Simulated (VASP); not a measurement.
# WSe2 (P6_3/mmc) in VASP: notebook, part 2 of 2

VASP 6.6.1. Earlier steps stand in the parts before.

### Step 3. Electric field gradients, PBE (zz strain of -1 %)

Input file INCAR:

```
SYSTEM = WSe2
ALGO = Normal ; EDIFF = 1E-8
ENCUT = 520 ; GGA = PE
ISIF = 2 ; ISMEAR = -1
LASPH = .TRUE. ; LCHARG = .FALSE.
LEFG = .TRUE. ; LREAL = .FALSE.
LWAVE = .FALSE. ; NBANDS = 35
NELM = 100 ; PREC = Accurate
SIGMA = 0.08
```

Input file KPOINTS:

```
k-points
0
G
  11 11 3
  0 0 0
```

Input file POSCAR:

```
WSe2
1.0
    3.2899984505      0.0000000000      0.0000000000
   -1.6449992252      2.8492222365      0.0000000000
    0.0000000000      0.0000000000     12.8403000000
W Se
2 4
Direct
    0.3333333333      0.6666666667      0.2500000000
    0.6666666667      0.3333333333      0.7500000000
    0.3333333333      0.6666666667      0.6210000000
    0.6666666667      0.3333333333      0.1210000000
    0.3333333333      0.6666666667      0.8790000000
    0.6666666667      0.3333333333      0.3790000000
```

Potentials or basis: VASP PAW PBE potentials, release 64 (W_sv, Se).

On the command line:

```
$ cat potpaw_PBE.64/W_sv/POTCAR potpaw_PBE.64/Se/POTCAR > POTCAR
$ mpirun -np 1 vasp_std > vasp.out
```

OUTCAR:

```text
SYSTEM = WSe2
   EDIFF = 1E-8
   ENCUT = 520
   GGA = PE
   ISIF = 2
   ISMEAR = -1
   LASPH = .TRUE.
   LREAL = .FALSE.
   NELM = 100
   PREC = Accurate

 ion  position               nearest neighbor table
   1  0.333  0.667  0.250-   4 2.52   6 2.52   4 2.52   6 2.52   4 2.52   6 2.52
   2  0.667  0.333  0.750-   3 2.52   5 2.52   3 2.52   5 2.52   3 2.52   5 2.52
   3  0.333  0.667  0.621-   2 2.52   2 2.52   2 2.52
   4  0.667  0.333  0.121-   1 2.52   1 2.52   1 2.52
   5  0.333  0.667  0.879-   2 2.52   2 2.52   2 2.52
   6  0.667  0.333  0.379-   1 2.52   1 2.52   1 2.52

  LATTYP: Found a hexagonal cell.
 ALAT       =     3.2899984505
 C/A-ratio  =     3.9028285858

  Lattice vectors:

 A1 = (   3.2899984505,   0.0000000000,   0.0000000000)
 A2 = (  -1.6449992252,   2.8492222365,   0.0000000000)
 A3 = (   0.0000000000,   0.0000000000,  12.8403000000)

Analysis of symmetry for initial positions (statically):
=====================================================================
 Subroutine PRICEL returns:
 Original cell was already a primitive cell.

 Routine SETGRP: Setting up the symmetry group for a
 hexagonal supercell.

 Subroutine GETGRP returns: Found 24 space group operations
 (whereof 12 operations were pure point group operations)
 out of a pool of 24 trial point group operations.

The static configuration has the point symmetry D_3d.
 The point group associated with its full space group is D_6h.

Analysis of symmetry for dynamics (positions and initial velocities):
=====================================================================
 Subroutine PRICEL returns:
 Original cell was already a primitive cell.

[... 1090 lines left out ...]
  Total        3.5762231      3.5762231      5.7854192      0.0000000      0.0000000      0.0000000
  in kB       47.6034033     47.6034033     77.0101951      0.0000000      0.0000000      0.0000000
  external PRESSURE =      57.4056672 kB  Pullay stress =       0.0000000 kB

 VOLUME and BASIS-vectors are now :
 -----------------------------------------------------------------------------
  energy-cutoff  :      520.00
  volume of cell :      120.36
      direct lattice vectors                 reciprocal lattice vectors
     3.289998451  0.000000000  0.000000000     0.303951511  0.175486487  0.000000000
    -1.644999225  2.849222237  0.000000000     0.000000000  0.350972973  0.000000000
     0.000000000  0.000000000 12.840300000     0.000000000  0.000000000  0.077879800

 POSITION                                       TOTAL-FORCE (eV/Angst)
 -----------------------------------------------------------------------------------
     -0.00000      1.89948      3.21007         0.000000      0.000000      0.000000
      1.64500      0.94974      9.63022        -0.000000      0.000000      0.000000
     -0.00000      1.89948      7.97383        -0.000000     -0.000000     -0.506208
      1.64500      0.94974      1.55368        -0.000000      0.000000     -0.506208
     -0.00000      1.89948     11.28662        -0.000000     -0.000000      0.506208
      1.64500      0.94974      4.86647        -0.000000      0.000000      0.506208
 -----------------------------------------------------------------------------------
    total drift:                               -0.000000      0.000000     -0.000000

  FREE ENERGIE OF THE ION-ELECTRON SYSTEM (eV)
  ---------------------------------------------------
  free  energy   TOTEN  =       -43.0814673101 eV

  energy  without entropy=      -43.0813548509  energy(sigma->0) =      -43.08141108

 Electric field gradients (V/A^2)
---------------------------------------------------------------------
 ion       V_xx      V_yy      V_zz      V_xy      V_xz      V_yz
---------------------------------------------------------------------
   1      80.432    80.433  -160.866     0.001     0.000     0.000
   2      80.432    80.433  -160.866     0.001    -0.000     0.000
   3      40.470    40.470   -80.940    -0.000    -0.000     0.000
   4      40.470    40.470   -80.940    -0.000     0.000    -0.000
   5      40.470    40.470   -80.940    -0.000     0.000    -0.000
   6      40.470    40.470   -80.940    -0.000    -0.000     0.000
---------------------------------------------------------------------

 Electric field gradients after diagonalization (V/A^2)
 (convention: |V_zz| > |V_xx| > |V_yy|)
----------------------------------------------------------------------
 ion       V_xx      V_yy      V_zz     asymmetry (V_yy - V_xx)/ V_zz
----------------------------------------------------------------------
   1      80.434    80.432  -160.866       0.000
   2      80.434    80.432  -160.866       0.000
   3      40.470    40.470   -80.940       0.000
   4      40.470    40.470   -80.940       0.000
   5      40.470    40.470   -80.940       0.000
   6      40.470    40.470   -80.940       0.000
----------------------------------------------------------------------

           NMR quadrupolar parameters

 Cq : quadrupolar parameter    Cq=e*Q*V_zz/h
 eta: asymmetry parameters     (V_yy - V_xx)/ V_zz
 Q  : nuclear electric quadrupole moment in mb (millibarn)
----------------------------------------------------------------------
 ion       Cq(MHz)       eta       Q (mb)
----------------------------------------------------------------------
   1      -0.389       0.000       1.000
   2      -0.389       0.000       1.000
   3      -0.196       0.000       1.000
   4      -0.196       0.000       1.000
   5      -0.196       0.000       1.000
   6      -0.196       0.000       1.000
----------------------------------------------------------------------
```

stdout:

```text
POSCAR found type information on POSCAR W Se
 POSCAR found :  2 types and       6 ions
 scaLAPACK will be used
 LDA part: xc-table for (Slater+PW92), standard interpolation
 POSCAR, INCAR and KPOINTS ok, starting setup
 FFT: planning ... GRIDC
 FFT: planning ... GRID_SOFT
 FFT: planning ... GRID
 WAVECAR not read
 entering main loop
ion   1

ion   2

ion   3

ion   4

ion   5

ion   6
```

Wall time 2.3 min (1 thread of AMD EPYC 7R13 (Zen 3), shared host); peak memory 0.26 GiB.

What came out:

| Item | Value |
| --- | --- |
| Free energy | -43.0815 eV |
| Pressure | 5.7 GPa |
| Largest force | 0.506 eV/Å |
| Band gap on the k mesh | 0.91 eV (least direct gap 1.71 eV) |
| Largest electric field gradient by atom | W -160.9; Se -80.9 V/Å² |

Forces on the atoms (eV/Å):
```
W    0.000  0.000  0.000
W    0.000  0.000  0.000
Se   0.000  0.000 -0.506
Se   0.000  0.000 -0.506
Se   0.000  0.000  0.506
Se   0.000  0.000  0.506
```

Levels at points of the mesh, in eV from the valence-band top:
```
           k point  band 22  band 23  band 24  band 25  band 26  band 27  band 28  band 29  band 30  band 31
(0.00, 0.00, 0.00)    -1.65    -1.65    -1.14    -1.04     0.00     2.57     2.57     2.62     2.62     2.69
```

Electric field gradients, principal values (V/Å²):
```tsv
atom	least	middle	greatest (by size)
1 W	80.432	80.434	-160.866
2 W	80.432	80.434	-160.866
3 Se	40.470	40.470	-80.940
4 Se	40.470	40.470	-80.940
5 Se	40.470	40.470	-80.940
6 Se	40.470	40.470	-80.940
```

Caveat: the cell differs from its parent crystal (zz strain of -1 %); the cell stands under pressure; without QUAD_EFG the Cq values of the log hold for a quadrupole moment of 1 mb, not for the nuclei; spin-orbit coupling is left out, which moves the levels of the heavy elements; an odd mesh through Γ misses points on the zone boundary, where band edges can lie; this functional lacks dispersion, which binds the layers, so the pressure and a relaxed spacing across them are unreliable.

### Step 4. Electric field gradients, PBE (zz strain of +2 %)

Input file INCAR:

```
SYSTEM = WSe2
  PREC = Accurate
  ENCUT = 520
  EDIFF = 1E-8
  ISMEAR = -1
  SIGMA = 0.08
  LREAL = .False.
  LASPH = .True.
  NELM = 60
  ALGO = Normal
  ISIF = 2
  LWAVE = .False.
  LCHARG = .False.
  GGA = PE
  LEFG = .True.
  NBANDS = 35
```

Input file KPOINTS:

```
Automatic mesh
0
Gamma
  11 11 3
  0 0 0
```

POSCAR, as its differences from that of step 3:

```diff
@@ -4,3 +4,3 @@
    -1.6449992252      2.8492222365      0.0000000000
-    0.0000000000      0.0000000000     12.8403000000
+    0.0000000000      0.0000000000     13.2294000000
 W Se
```

Potentials or basis: VASP PAW PBE potentials, release 64 (W_sv, Se).

On the command line:

```
$ cat potpaw_PBE.64/W_sv/POTCAR potpaw_PBE.64/Se/POTCAR > POTCAR
$ mpirun -np 1 vasp_std > vasp.out
```

OUTCAR:

```text
SYSTEM = WSe2
   PREC = Accurate
   ENCUT = 520
   EDIFF = 1E-8
   ISMEAR = -1
   LREAL = .False.
   LASPH = .True.
   NELM = 60
   ISIF = 2
   GGA = PE

 ion  position               nearest neighbor table
   1  0.333  0.667  0.250-   4 2.55   6 2.55   4 2.55   6 2.55   4 2.55   6 2.55
   2  0.667  0.333  0.750-   3 2.55   5 2.55   3 2.55   5 2.55   3 2.55   5 2.55
   3  0.333  0.667  0.621-   2 2.55   2 2.55   2 2.55
   4  0.667  0.333  0.121-   1 2.55   1 2.55   1 2.55
   5  0.333  0.667  0.879-   2 2.55   2 2.55   2 2.55
   6  0.667  0.333  0.379-   1 2.55   1 2.55   1 2.55

  LATTYP: Found a hexagonal cell.
 ALAT       =     3.2899984505
 C/A-ratio  =     4.0210961188

  Lattice vectors:

 A1 = (   3.2899984505,   0.0000000000,   0.0000000000)
 A2 = (  -1.6449992252,   2.8492222365,   0.0000000000)
 A3 = (   0.0000000000,   0.0000000000,  13.2294000000)

Analysis of symmetry for initial positions (statically):
=====================================================================
 Subroutine PRICEL returns:
 Original cell was already a primitive cell.

 Routine SETGRP: Setting up the symmetry group for a
 hexagonal supercell.

 Subroutine GETGRP returns: Found 24 space group operations
 (whereof 12 operations were pure point group operations)
 out of a pool of 24 trial point group operations.

The static configuration has the point symmetry D_3d.
 The point group associated with its full space group is D_6h.

Analysis of symmetry for dynamics (positions and initial velocities):
=====================================================================
 Subroutine PRICEL returns:
 Original cell was already a primitive cell.

[... 1090 lines left out ...]
  Total        1.3083546      1.3083546     -0.5195368      0.0000000      0.0000000      0.0000000
  in kB       16.9033930     16.9033930     -6.7121975      0.0000000      0.0000000      0.0000000
  external PRESSURE =       9.0315295 kB  Pullay stress =       0.0000000 kB

 VOLUME and BASIS-vectors are now :
 -----------------------------------------------------------------------------
  energy-cutoff  :      520.00
  volume of cell :      124.01
      direct lattice vectors                 reciprocal lattice vectors
     3.289998451  0.000000000  0.000000000     0.303951511  0.175486487  0.000000000
    -1.644999225  2.849222237  0.000000000     0.000000000  0.350972973  0.000000000
     0.000000000  0.000000000 13.229400000     0.000000000  0.000000000  0.075589218

 POSITION                                       TOTAL-FORCE (eV/Angst)
 -----------------------------------------------------------------------------------
     -0.00000      1.89948      3.30735         0.000000      0.000000     -0.000000
      1.64500      0.94974      9.92205        -0.000000     -0.000000     -0.000000
     -0.00000      1.89948      8.21546         0.000000      0.000000      0.326034
      1.64500      0.94974      1.60076        -0.000000      0.000000      0.326034
     -0.00000      1.89948     11.62864         0.000000     -0.000000     -0.326034
      1.64500      0.94974      5.01394        -0.000000     -0.000000     -0.326034
 -----------------------------------------------------------------------------------
    total drift:                               -0.000000      0.000000     -0.000000

  FREE ENERGIE OF THE ION-ELECTRON SYSTEM (eV)
  ---------------------------------------------------
  free  energy   TOTEN  =       -43.1597063186 eV

  energy  without entropy=      -43.1596084640  energy(sigma->0) =      -43.15965739

 Electric field gradients (V/A^2)
---------------------------------------------------------------------
 ion       V_xx      V_yy      V_zz      V_xy      V_xz      V_yz
---------------------------------------------------------------------
   1      68.089    68.090  -136.179     0.001     0.000     0.000
   2      68.089    68.090  -136.179     0.001    -0.000     0.000
   3      31.559    31.558   -63.117    -0.000    -0.000     0.000
   4      31.559    31.558   -63.117    -0.000     0.000    -0.000
   5      31.559    31.558   -63.117    -0.000     0.000    -0.000
   6      31.559    31.558   -63.117    -0.000    -0.000     0.000
---------------------------------------------------------------------

 Electric field gradients after diagonalization (V/A^2)
 (convention: |V_zz| > |V_xx| > |V_yy|)
----------------------------------------------------------------------
 ion       V_xx      V_yy      V_zz     asymmetry (V_yy - V_xx)/ V_zz
----------------------------------------------------------------------
   1      68.090    68.089  -136.179       0.000
   2      68.090    68.089  -136.179       0.000
   3      31.559    31.558   -63.117       0.000
   4      31.559    31.558   -63.117       0.000
   5      31.559    31.558   -63.117       0.000
   6      31.559    31.558   -63.117       0.000
----------------------------------------------------------------------

           NMR quadrupolar parameters

 Cq : quadrupolar parameter    Cq=e*Q*V_zz/h
 eta: asymmetry parameters     (V_yy - V_xx)/ V_zz
 Q  : nuclear electric quadrupole moment in mb (millibarn)
----------------------------------------------------------------------
 ion       Cq(MHz)       eta       Q (mb)
----------------------------------------------------------------------
   1      -0.329       0.000       1.000
   2      -0.329       0.000       1.000
   3      -0.153       0.000       1.000
   4      -0.153       0.000       1.000
   5      -0.153       0.000       1.000
   6      -0.153       0.000       1.000
----------------------------------------------------------------------
```

OSZICAR:

```text
N       E                     dE             d eps       ncg     rms          rms(c)
DAV:   1     0.491810990523E+03    0.49181E+03   -0.27887E+04  2496   0.144E+03
DAV:   2    -0.136367011410E+02   -0.50545E+03   -0.48878E+03  2612   0.386E+02
DAV:   3    -0.444385557024E+02   -0.30802E+02   -0.30247E+02  2738   0.889E+01
DAV:   4    -0.451362308536E+02   -0.69768E+00   -0.69404E+00  2705   0.135E+01
DAV:   5    -0.451452932909E+02   -0.90624E-02   -0.90509E-02  2658   0.168E+00    0.286E+01
DAV:   6    -0.435994997090E+02    0.15458E+01   -0.62612E+00  2523   0.165E+01    0.997E+00
DAV:   7    -0.433678964518E+02    0.23160E+00   -0.31972E+00  2379   0.863E+00    0.560E+00
DAV:   8    -0.431580851344E+02    0.20981E+00   -0.44085E-01  2527   0.453E+00    0.132E+00
DAV:   9    -0.431617051633E+02   -0.36200E-02   -0.71733E-02  2590   0.128E+00    0.955E-01
DAV:  10    -0.431597598558E+02    0.19453E-02   -0.15344E-02  2468   0.838E-01    0.157E-01
DAV:  11    -0.431597587659E+02    0.10898E-05   -0.18938E-03  2451   0.283E-01    0.182E-01
DAV:  12    -0.431597066529E+02    0.52113E-04   -0.77872E-05  2650   0.525E-02    0.115E-01
DAV:  13    -0.431597049963E+02    0.16566E-05   -0.87116E-05  2457   0.555E-02    0.712E-03
DAV:  14    -0.431597062347E+02   -0.12385E-05   -0.59545E-06  2719   0.124E-02    0.876E-03
DAV:  15    -0.431597062076E+02    0.27185E-07   -0.52578E-07  2544   0.385E-03    0.752E-03
DAV:  16    -0.431597063194E+02   -0.11188E-06   -0.20792E-07  2479   0.235E-03    0.225E-03
DAV:  17    -0.431597063186E+02    0.89403E-09   -0.33841E-08  2304   0.930E-04
   1 F= -.43159706E+02 E0= -.43159657E+02  d E =-.978546E-04
```

Run time: 2.5 min. Hardware: 1 thread of AMD EPYC 7R13 (Zen 3), shared host; peak memory 0.26 GiB.

Results:

```yaml
Free_energy: -43.1597 eV
Pressure: 0.9 GPa
Largest_force: 0.326 eV/Å
Band_gap_on_the_k_mesh: 1.01 eV (least direct gap 1.79 eV)
Largest_electric_field_gradient_by_atom: W -136.2; Se -63.1 V/Å²
```

Forces in eV/Å, atoms in the order of the input:
```
W    0.000  0.000  0.000
W    0.000  0.000  0.000
Se   0.000  0.000  0.326
Se   0.000  0.000  0.326
Se   0.000  0.000 -0.326
Se   0.000  0.000 -0.326
```

Levels at points of the mesh, in eV from the valence-band top:
```csv
k point,band 23,band 24,band 25,band 26,band 27,band 28,band 29,band 30
"(0.00, 0.00, 0.00)",-1.23,-1.12,-1.05,0.00,2.76,2.76,2.81,2.81
```

Electric field gradients, principal values (V/Å²):
| atom | least | middle | greatest (by size) |
| --- | --- | --- | --- |
| 1 W | 68.089 | 68.090 | -136.179 |
| 2 W | 68.089 | 68.090 | -136.179 |
| 3 Se | 31.558 | 31.559 | -63.117 |
| 4 Se | 31.558 | 31.559 | -63.117 |
| 5 Se | 31.558 | 31.559 | -63.117 |
| 6 Se | 31.558 | 31.559 | -63.117 |

Caveat: the cell differs from its parent crystal (zz strain of +2 %); without QUAD_EFG the Cq values of the log hold for a quadrupole moment of 1 mb, not for the nuclei; spin-orbit coupling is left out, which moves the levels of the heavy elements; an odd mesh through Γ misses points on the zone boundary, where band edges can lie; this functional lacks dispersion, which binds the layers, so the pressure and a relaxed spacing across them are unreliable.

### Step 5. The runs side by side

```tsv
cell	gap on the mesh (eV)	pressure (GPa)	largest force (eV/Å)
a = 3.290, b = 3.290, c = 13.359 Å, angles 90.0, 90.0, 120.0°, 6 atoms	1.04	-0.5	0.58
a = 3.290, b = 3.290, c = 12.840 Å, angles 90.0, 90.0, 120.0°, 6 atoms	0.91	5.7	0.51
a = 3.290, b = 3.290, c = 13.229 Å, angles 90.0, 90.0, 120.0°, 6 atoms	1.01	0.9	0.33
```

Alike in all rows: task electric field gradients; level PBE; potentials or basis VASP PAW PBE potentials, release 64 (W_sv, Se); no spin polarisation; k mesh 11 × 11 × 3; cutoff (eV) 520; smearing fermi-dirac 0.08 eV.

Caveats: spin-orbit coupling is left out, which moves the levels of the heavy elements; an odd mesh through Γ misses points on the zone boundary, where band edges can lie; this functional lacks dispersion, which binds the layers, so the pressure and a relaxed spacing across them are unreliable; the cell stands under pressure (at least some runs).

Total energies depend on the potentials used, so only differences within one code and one set of settings carry meaning.
